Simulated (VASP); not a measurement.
# SrO (I4/mmm) in VASP: a series of runs, part 2 of 2

VASP 6.6.1. Earlier steps stand in the parts before.

**4. Electric field gradients, PBE (equal xx and yy strain of -1 %)**

Contents of INCAR:

```
PREC     = Accurate       # precision mode
ENCUT    = 520            # plane-wave cutoff, eV
EDIFF    = 1E-8           # SCF threshold, eV
ISMEAR   = -1             # smearing method
SIGMA    = 0.02           # smearing width, eV
LREAL    = F              # projectors in reciprocal space
LASPH    = T              # aspherical terms in the spheres
NELM     = 100            # most SCF steps
ALGO     = Normal         # electronic algorithm
ISIF     = 2              # what is computed and relaxed
LWAVE    = F              # write WAVECAR
LCHARG   = F              # write CHGCAR
GGA      = PE             # functional
LEFG     = T            
NBANDS   = 15             # bands
```

Contents of KPOINTS:

```
regular mesh
0
Gamma
  8 8 8
```

Contents of POSCAR:

```
SrO
1.0
    0.0000000000      2.5441020000      2.5698000000
    2.5441020000      0.0000000000      2.5698000000
    2.5441020000      2.5441020000      0.0000000000
Sr O
1 1
Direct
    0.0000000000      0.0000000000      0.0000000000
    0.5000000000      0.5000000000      0.5000000000
```

Potentials or basis: VASP PAW PBE potentials, release 64 (Sr_sv, O).

Started as:

```console
$ cat potpaw_PBE.64/Sr_sv/POTCAR potpaw_PBE.64/O/POTCAR > POTCAR
$ mpirun -np 1 vasp_std > vasp.out
```

OUTCAR:

```text
PREC = Accurate
   ENCUT = 520
   EDIFF = 1E-8
   ISMEAR = -1
   LREAL = F
   LASPH = T
   NELM = 100
   ISIF = 2
   GGA = PE

 ion  position               nearest neighbor table
   1  0.000  0.000  0.000-   2 2.54   2 2.54   2 2.54   2 2.54   2 2.57   2 2.57
   2  0.500  0.500  0.500-   1 2.54   1 2.54   1 2.54   1 2.54   1 2.57   1 2.57

  LATTYP: Found a body centered tetragonal cell.
 ALAT       =     3.5979035525
 C/A-ratio  =     1.4284985479

  Lattice vectors:

 A1 = (  -2.5441020000,   0.0000000000,   2.5698000000)
 A2 = (   2.5441020000,   0.0000000000,   2.5698000000)
 A3 = (   0.0000000000,   2.5441020000,  -2.5698000000)

Analysis of symmetry for initial positions (statically):
=====================================================================
 Subroutine PRICEL returns:
 Original cell was already a primitive cell.

 Routine SETGRP: Setting up the symmetry group for a
 body centered tetragonal supercell.

 Subroutine GETGRP returns: Found 16 space group operations
 (whereof 16 operations were pure point group operations)
 out of a pool of 16 trial point group operations.

The static configuration has the point symmetry D_4h.

Analysis of symmetry for dynamics (positions and initial velocities):
=====================================================================
 Subroutine PRICEL returns:
 Original cell was already a primitive cell.

 Routine SETGRP: Setting up the symmetry group for a
 body centered tetragonal supercell.

 Subroutine GETGRP returns: Found 16 space group operations
 (whereof 16 operations were pure point group operations)
 out of a pool of 16 trial point group operations.

The dynamic configuration has the point symmetry D_4h.

 Subroutine INISYM returns: Found 16 space group operations
 (whereof 16 operations are pure point group operations),
 and found     1 'primitive' translations

----------------------------------------------------------------------------------------

                                     Primitive cell

  volume of cell :      33.2658

  direct lattice vectors                    reciprocal lattice vectors
     0.000000000  2.544102000  2.569800000    -0.196533001  0.196533001  0.194567671
     2.544102000  0.000000000  2.569800000     0.196533001 -0.196533001  0.194567671
     2.544102000  2.544102000  0.000000000     0.196533001  0.196533001 -0.194567671

  length of vectors
     3.616120439  3.616120439  3.597903552     0.339274254  0.339274254  0.339274254

  position of ions in fractional coordinates (direct lattice)
     0.000000000  0.000000000  0.000000000
     0.500000000  0.500000000  0.500000000

  ion indices of the primitive-cell ions
   primitive index   ion index
                 1           1
                 2           2

----------------------------------------------------------------------------------------

 KPOINTS: regular mesh

Automatic generation of k-mesh.
[... 76 lines left out ...]
   PSTRESS=    0.0 pullay stress
   NELECT =      16.0000    total number of electrons
   NUPDOWN=      -1.0000    fix difference up-down
   EMIN   =  10.00;   EMAX   =-10.00  energy-range for DOS
   EFERMI =   0.00;   METHOD = LEGACY
   ISMEAR =    -1;   SIGMA  =   0.02  broadening in eV -4-tet -1-fermi 0-gaus
   EFERMI_NEDOS =   21; number of points for ismear=-14 and -15
   IALGO  =     38    algorithm
   IMIX   =      4    mixing-type and parameters
     AMIX     =   0.40;   BMIX     =  1.00
     AMIX_MAG =   1.60;   BMIX_MAG =  1.00
  volume/ion in A,a.u.               =      16.63       112.24
  Fermi-wavevector in a.u.,A,eV,Ry     =   1.282671  2.423897 22.384926  1.645246
  Thomas-Fermi vector in A             =   2.414969
   LORBIT       =      0    0 simple, 1 ext, 2 COOP (PROOUT), +10 PAW based schemes
   GGA     = PE    functional components
   LHFCALC =     F    Hartree Fock is set to
   AEXX    =    0.0000 exact exchange contribution
   IVDW    =     0    specifies the selected vdW correction
   LEPSILON=     F    determine dielectric tensor
   LRPA    =     F    only Hartree local field effects (RPA)
 non-spin polarized calculation
  energy-cutoff  :      520.00
  volume of cell :       33.27
 maximum number of plane-waves:       922
   NGX = 13   NGY = 13   NGZ = 13

 number of electron      15.9999995 magnetization

 Free energy of the ion-electron system (eV)
  ---------------------------------------------------
  ext. energy  EPLUGINS =         0.00000000
  ---------------------------------------------------
  free energy    TOTEN  =       -12.01959275 eV

  energy without entropy =      -12.01959275  energy(sigma->0) =      -12.01959275

 E-fermi :   2.1612     XC(G=0): -10.1282

 val. band max:        1.7794650071   @ k =   0.0000   0.0000   0.0000
 cond. band min:       5.0060587453   @ k =   0.5000   0.0000   0.5000
 fundamental gap:      3.2265937382
 Fermi energy:         2.1612494509

 k-point     1 :       0.0000    0.0000    0.0000
  band No.  band energies     occupation
      1     -30.5482      2.00000
      2     -13.3513      2.00000
      3     -12.1673      2.00000
      4     -12.1604      2.00000
      5     -12.1604      2.00000
      6       1.7413      2.00000
      7       1.7795      2.00000
      8       1.7795      2.00000
      9       5.9031      0.00000
     10       7.9727      0.00000
     11       8.0505      0.00000
     12       8.0505      0.00000
     13      10.1754      0.00000
     14      10.3089      0.00000
[... 401 lines left out ...]
      2     -14.5575      2.00000
      3     -12.3121      2.00000
      4     -12.2946      2.00000
      5     -11.2675      2.00000
      6       0.0921      2.00000
      7       0.8787      2.00000
      8       1.0671      2.00000
      9       7.4233      0.00000
     10       8.9641      0.00000
     11      10.3822      0.00000
     12      10.5189      0.00000
     13      12.3353      0.00000
     14      12.9931      0.00000
     15      17.7976      0.00000

 [... further k-points ...]
[... 5 lines left out ...]
  --------------------------------------------------------------------------------------
  -------------------------------------------------------------------------------------
  Total        1.2797574      1.2797574      0.9502894      0.0000000      0.0000000      0.0000000
  in kB       61.6367678     61.6367678     45.7686527      0.0000000      0.0000000      0.0000000
  external PRESSURE =      56.3473961 kB  Pullay stress =       0.0000000 kB

 VOLUME and BASIS-vectors are now :
 -----------------------------------------------------------------------------
  energy-cutoff  :      520.00
  volume of cell :       33.27
      direct lattice vectors                 reciprocal lattice vectors
     0.000000000  2.544102000  2.569800000    -0.196533001  0.196533001  0.194567671
     2.544102000  0.000000000  2.569800000     0.196533001 -0.196533001  0.194567671
     2.544102000  2.544102000  0.000000000     0.196533001  0.196533001 -0.194567671

 POSITION                                       TOTAL-FORCE (eV/Angst)
 -----------------------------------------------------------------------------------
      0.00000      0.00000      0.00000         0.000000     -0.000000      0.000000
      2.54410      2.54410      2.56980        -0.000000      0.000000      0.000000
 -----------------------------------------------------------------------------------
    total drift:                                0.000000      0.000000      0.000000

  FREE ENERGIE OF THE ION-ELECTRON SYSTEM (eV)
  ---------------------------------------------------
  free  energy   TOTEN  =       -12.0195927506 eV

  energy  without entropy=      -12.0195927506  energy(sigma->0) =      -12.01959275

 Electric field gradients (V/A^2)
---------------------------------------------------------------------
 ion       V_xx      V_yy      V_zz      V_xy      V_xz      V_yz
---------------------------------------------------------------------
   1      -5.340    -5.340    10.679     0.000     0.000     0.000
   2      -1.760    -1.760     3.520    -0.001    -0.001    -0.001
---------------------------------------------------------------------

 Electric field gradients after diagonalization (V/A^2)
 (convention: |V_zz| > |V_xx| > |V_yy|)
----------------------------------------------------------------------
 ion       V_xx      V_yy      V_zz     asymmetry (V_yy - V_xx)/ V_zz
----------------------------------------------------------------------
   1      -5.340    -5.339    10.679       0.000
   2      -1.761    -1.758     3.520       0.001
----------------------------------------------------------------------

           NMR quadrupolar parameters

 Cq : quadrupolar parameter    Cq=e*Q*V_zz/h
 eta: asymmetry parameters     (V_yy - V_xx)/ V_zz
 Q  : nuclear electric quadrupole moment in mb (millibarn)
----------------------------------------------------------------------
 ion       Cq(MHz)       eta       Q (mb)
----------------------------------------------------------------------
   1       0.026       0.000       1.000
   2       0.009       0.001       1.000
----------------------------------------------------------------------
```

Wall time 20 s (1 thread of AMD EPYC 9R45 (Zen 5), shared host); peak memory 0.15 GiB.

What came out:

| Quantity | Value |
| --- | --- |
| Free energy | -12.0196 eV |
| Pressure | 5.6 GPa |
| Band gap on the k mesh | 3.23 eV, indirect (least direct gap 3.30 eV) |

Electric field gradients, principal values (V/Å²):
```
atom   least  middle  greatest (by size)
1 Sr  -5.339  -5.340              10.679
 2 O  -1.758  -1.761               3.520
```

Caveat: the cell differs from its parent crystal (equal xx and yy strain of -1 %); without QUAD_EFG the Cq values of the log hold for a quadrupole moment of 1 mb, not for the nuclei.

**5. Electric field gradients, PBE (zz strain of +1 %)**

Contents of INCAR:

```
  ALGO = Normal
  EDIFF = 1E-8
  ENCUT = 520
  GGA = PE
  ISIF = 2
  ISMEAR = -1
  LASPH = T
  LCHARG = F
  LEFG = T
  LREAL = F
  LWAVE = F
  NBANDS = 15
  NELM = 60
  PREC = Accurate
  SIGMA = 0.02
```

Contents of KPOINTS:

```
k-points
0
Gamma
  8 8 8
```

Contents of POSCAR:

```
SrO
1.0
    0.0000000000      2.5698000000      2.5954980000
    2.5698000000      0.0000000000      2.5954980000
    2.5698000000      2.5698000000      0.0000000000
Sr O
1 1
Direct
    0.0000000000      0.0000000000      0.0000000000
    0.5000000000      0.5000000000      0.5000000000
```

Potentials or basis: VASP PAW PBE potentials, release 64 (Sr_sv, O).

Started as:

```console
$ cat potpaw_PBE.64/Sr_sv/POTCAR potpaw_PBE.64/O/POTCAR > POTCAR
$ mpirun -np 1 vasp_std > vasp.out
```

OUTCAR:

```text
EDIFF = 1E-8
   ENCUT = 520
   GGA = PE
   ISIF = 2
   ISMEAR = -1
   LASPH = T
   LREAL = F
   NELM = 60
   PREC = Accurate

 ion  position               nearest neighbor table
   1  0.000  0.000  0.000-   2 2.57   2 2.57   2 2.57   2 2.57   2 2.60   2 2.60
   2  0.500  0.500  0.500-   1 2.57   1 2.57   1 2.57   1 2.57   1 2.60   1 2.60

  LATTYP: Found a body centered tetragonal cell.
 ALAT       =     3.6342460126
 C/A-ratio  =     1.4283556980

  Lattice vectors:
[... 644 lines left out ...]

  FREE ENERGIE OF THE ION-ELECTRON SYSTEM (eV)
  ---------------------------------------------------
  free  energy   TOTEN  =       -12.0459955205 eV

  energy  without entropy=      -12.0459955205  energy(sigma->0) =      -12.04599552

 Electric field gradients (V/A^2)
---------------------------------------------------------------------
 ion       V_xx      V_yy      V_zz      V_xy      V_xz      V_yz
---------------------------------------------------------------------
   1      -5.045    -5.045    10.090     0.000     0.000     0.000
   2      -1.676    -1.676     3.352    -0.001    -0.000    -0.000
---------------------------------------------------------------------

 Electric field gradients after diagonalization (V/A^2)
 (convention: |V_zz| > |V_xx| > |V_yy|)
----------------------------------------------------------------------
 ion       V_xx      V_yy      V_zz     asymmetry (V_yy - V_xx)/ V_zz
----------------------------------------------------------------------
   1      -5.045    -5.045    10.090       0.000
   2      -1.676    -1.675     3.352       0.000
----------------------------------------------------------------------

           NMR quadrupolar parameters

 Cq : quadrupolar parameter    Cq=e*Q*V_zz/h
 eta: asymmetry parameters     (V_yy - V_xx)/ V_zz
 Q  : nuclear electric quadrupole moment in mb (millibarn)
----------------------------------------------------------------------
 ion       Cq(MHz)       eta       Q (mb)
----------------------------------------------------------------------
   1       0.024       0.000       1.000
   2       0.008       0.000       1.000
----------------------------------------------------------------------
```

stdout:

```text
POSCAR found type information on POSCAR SrO
 POSCAR found :  2 types and       2 ions
 scaLAPACK will be used
 LDA part: xc-table for (Slater+PW92), standard interpolation
 POSCAR, INCAR and KPOINTS ok, starting setup
 FFT: planning ... GRIDC
 FFT: planning ... GRID_SOFT
 FFT: planning ... GRID
 WAVECAR not read
 entering main loop
ion   1

ion   2
```

Run time: 20 s. Hardware: 1 thread of AMD EPYC 9R45 (Zen 5), shared host; peak memory 0.15 GiB.

What came out:

* Free energy: -12.0460 eV
* Pressure: 2.6 GPa
* Band gap on the k mesh: 3.25 eV, indirect (least direct gap 3.34 eV)

Stress tensor (GPa, compression positive):
```
3.00 0.00 0.00
0.00 3.00 0.00
0.00 0.00 1.67
```

Levels at points of the mesh, in eV from the valence-band top:
```tsv
k point	band 6	band 7	band 8	band 9	band 10	band 11
(0.00, 0.00, 0.00)	-0.03	0.00	0.00	3.91	6.13	6.21
(0.50, 0.00, 0.00)	-2.17	-1.13	-1.13	6.50	8.38	8.78
(0.50, 0.50, 0.00)	-0.50	-0.09	-0.09	3.28	7.73	10.11
(0.50, 0.00, 0.50)	-0.44	-0.13	-0.09	3.25	7.73	10.10
```

Electric field gradients, principal values (V/Å²):
```csv
atom,least,middle,greatest (by size)
1 Sr,-5.045,-5.045,10.090
2 O,-1.675,-1.676,3.352
```

Caveat: the cell differs from its parent crystal (zz strain of +1 %); without QUAD_EFG the Cq values of the log hold for a quadrupole moment of 1 mb, not for the nuclei.

**6. Electric field gradients, PBE (zz strain of +2 %)**

Contents of INCAR:

```
SYSTEM = SrO
PREC = Accurate ; ENCUT = 520
EDIFF = 1E-8 ; ISMEAR = -1
SIGMA = 0.02 ; LREAL = .FALSE.
LASPH = .TRUE. ; NELM = 100
ALGO = Normal ; ISIF = 2
LWAVE = .FALSE. ; LCHARG = .FALSE.
GGA = PE ; LEFG = .TRUE.
NBANDS = 15
```

Contents of KPOINTS:

```
Automatic mesh
0
G
  8 8 8
  0 0 0
```

Contents of POSCAR:

```
SrO
1.0
    0.0000000000      2.5698000000      2.6211960000
    2.5698000000      0.0000000000      2.6211960000
    2.5698000000      2.5698000000      0.0000000000
Sr O
1 1
Direct
    0.0000000000      0.0000000000      0.0000000000
    0.5000000000      0.5000000000      0.5000000000
```

Potentials or basis: VASP PAW PBE potentials, release 64 (Sr_sv, O).

Started as:

```console
$ cat potpaw_PBE.64/Sr_sv/POTCAR potpaw_PBE.64/O/POTCAR > POTCAR
$ mpirun -np 1 vasp_std > vasp.out
```

OUTCAR:

```text
SYSTEM = SrO
   PREC = Accurate
   ENCUT = 520
   EDIFF = 1E-8
   ISMEAR = -1
   LREAL = .FALSE.
   LASPH = .TRUE.
   NELM = 100
   ISIF = 2
   GGA = PE

 ion  position               nearest neighbor table
   1  0.000  0.000  0.000-   2 2.57   2 2.57   2 2.57   2 2.57   2 2.62   2 2.62
   2  0.500  0.500  0.500-   1 2.57   1 2.57   1 2.57   1 2.57   1 2.62   1 2.62

  LATTYP: Found a body centered tetragonal cell.
 ALAT       =     3.6342460126
 C/A-ratio  =     1.4424978336

  Lattice vectors:

 A1 = (  -2.5698000000,   0.0000000000,   2.6211960000)
 A2 = (   2.5698000000,   0.0000000000,   2.6211960000)
 A3 = (   0.0000000000,   2.5698000000,  -2.6211960000)

Analysis of symmetry for initial positions (statically):
=====================================================================
 Subroutine PRICEL returns:
 Original cell was already a primitive cell.

 Routine SETGRP: Setting up the symmetry group for a
[... 622 lines left out ...]
      direct lattice vectors                 reciprocal lattice vectors
     0.000000000  2.569800000  2.621196000    -0.194567671  0.194567671  0.190752618
     2.569800000  0.000000000  2.621196000     0.194567671 -0.194567671  0.190752618
     2.569800000  2.569800000  0.000000000     0.194567671  0.194567671 -0.190752618

 POSITION                                       TOTAL-FORCE (eV/Angst)
 -----------------------------------------------------------------------------------
      0.00000      0.00000      0.00000        -0.000000      0.000000      0.000000
      2.56980      2.56980      2.62120         0.000000     -0.000000      0.000000
 -----------------------------------------------------------------------------------
    total drift:                                0.000000      0.000000      0.000000

  FREE ENERGIE OF THE ION-ELECTRON SYSTEM (eV)
  ---------------------------------------------------
  free  energy   TOTEN  =       -12.0479911725 eV

  energy  without entropy=      -12.0479911725  energy(sigma->0) =      -12.04799117

 Electric field gradients (V/A^2)
---------------------------------------------------------------------
 ion       V_xx      V_yy      V_zz      V_xy      V_xz      V_yz
---------------------------------------------------------------------
   1      -9.808    -9.808    19.617     0.000     0.000     0.000
   2      -3.267    -3.267     6.535    -0.000    -0.000    -0.000
---------------------------------------------------------------------

 Electric field gradients after diagonalization (V/A^2)
 (convention: |V_zz| > |V_xx| > |V_yy|)
----------------------------------------------------------------------
 ion       V_xx      V_yy      V_zz     asymmetry (V_yy - V_xx)/ V_zz
----------------------------------------------------------------------
   1      -9.808    -9.808    19.617       0.000
   2      -3.268    -3.267     6.535       0.000
----------------------------------------------------------------------

           NMR quadrupolar parameters

 Cq : quadrupolar parameter    Cq=e*Q*V_zz/h
 eta: asymmetry parameters     (V_yy - V_xx)/ V_zz
 Q  : nuclear electric quadrupole moment in mb (millibarn)
----------------------------------------------------------------------
 ion       Cq(MHz)       eta       Q (mb)
----------------------------------------------------------------------
   1       0.047       0.000       1.000
   2       0.016       0.000       1.000
----------------------------------------------------------------------
```

It took 24 s on 1 thread of AMD EPYC 9R45 (Zen 5), shared host; peak memory 0.15 GiB.

Results:

| Item | Value |
| --- | --- |
| Free energy | -12.0480 eV |
| Pressure | 1.7 GPa |
| Band gap on the k mesh | 3.23 eV, indirect (least direct gap 3.33 eV) |

Levels at points of the mesh, in eV from the valence-band top:
| k point | band 6 | band 7 | band 8 | band 9 | band 10 | band 11 |
| --- | --- | --- | --- | --- | --- | --- |
| (0.00, 0.00, 0.00) | -0.06 | 0.00 | 0.00 | 3.82 | 6.05 | 6.20 |
| (0.50, 0.00, 0.00) | -2.16 | -1.13 | -1.12 | 6.45 | 8.28 | 8.71 |
| (0.50, 0.50, 0.00) | -0.56 | -0.10 | -0.10 | 3.30 | 7.64 | 10.04 |
| (0.50, 0.00, 0.50) | -0.45 | -0.17 | -0.09 | 3.23 | 7.64 | 10.03 |

Electric field gradients, principal values (V/Å²):
```csv
atom,least,middle,greatest (by size)
1 Sr,-9.808,-9.808,19.617
2 O,-3.267,-3.268,6.535
```

Caveat: the cell differs from its parent crystal (zz strain of +2 %); without QUAD_EFG the Cq values of the log hold for a quadrupole moment of 1 mb, not for the nuclei.

**7. Overview**

```csv
cell,gap on the mesh (eV),pressure (GPa)
"a = 3.598, b = 3.598, c = 3.634 Å, angles 59.7, 59.7, 60.7°, 2 atoms",3.15,5.7
"a = 3.616, b = 3.616, c = 3.598 Å, angles 60.2, 60.2, 59.7°, 2 atoms",3.23,5.6
"a = 3.652, b = 3.652, c = 3.634 Å, angles 60.2, 60.2, 59.7°, 2 atoms",3.25,2.6
"a = 3.671, b = 3.671, c = 3.634 Å, angles 60.3, 60.3, 59.3°, 2 atoms",3.23,1.7
```

Alike in all rows: task electric field gradients; level PBE; potentials or basis VASP PAW PBE potentials, release 64 (Sr_sv, O); no spin polarisation; k mesh 8 × 8 × 8; cutoff (eV) 520; smearing fermi-dirac 0.02 eV.

Absolute energies hang on the potentials; compare differences alone.
